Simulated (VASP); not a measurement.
Set up this calculation in VASP 6.6.1, as the native input.

```yaml
Task: relaxation of cell and atoms
Functional: PBE
Potentials_or_basis: VASP PAW PBE potentials, release 64 (V_sv)
Cutoff: 500 eV
k_mesh: 20 × 20 × 20
Occupations: gaussian, width 0.1 eV
Spin: no spin polarisation
Dipole_correction: no
Further_INCAR_settings: ALGO = Normal; EDIFF = 1e-07; IBRION = 2; EDIFFG = -0.002; NSW = 100; ISIF = 3
```

The structure of V lies in POSCAR:

```
V
1.0
   -1.4750000000      1.4750000000      1.4750000000
    1.4750000000     -1.4750000000      1.4750000000
    1.4750000000      1.4750000000     -1.4750000000
V
1
Direct
    0.0000000000      0.0000000000      0.0000000000
```

One way to write it, as run:

INCAR

```
SYSTEM = V
PREC = Accurate
ENCUT = 500
EDIFF = 1E-7
ISMEAR = 0
SIGMA = 0.1
LREAL = .FALSE.
LASPH = .TRUE.
NELM = 120
ALGO = Normal
ISIF = 3
LWAVE = .FALSE.
LCHARG = .FALSE.
GGA = PE
IBRION = 2
NSW = 100
EDIFFG = -0.002
GGA_COMPAT = .FALSE.
NELMIN = 4
```

KPOINTS

```
Automatic mesh
0
G
  20 20 20
  0 0 0
```

Potentials or basis: VASP PAW PBE potentials, release 64 (V_sv).

Command:

```console
$ cat potpaw_PBE.64/V_sv/POTCAR > POTCAR
$ mpirun -np 1 vasp_std > vasp.out
```

Results of the run:

* Relaxed volume: 13.46 Å³/atom
* Relaxed cell: a = 2.595 Å, b = 2.595 Å, c = 2.595 Å, α = 109.47°, β = 109.47°, γ = 109.47°
* Space group after relaxing (to 0.05 Å): Im-3m (No. 229)
* Energy gained by relaxing: 18.0 meV/atom
* Ionic steps: 17
* Pressure after relaxing: 0.0 GPa

It took 2.1 min on 1 thread of Intel(R) Xeon(R) Platinum 8375C CPU @ 2.90GHz (Ice Lake), on a shared host, peak memory 0.16 GiB.
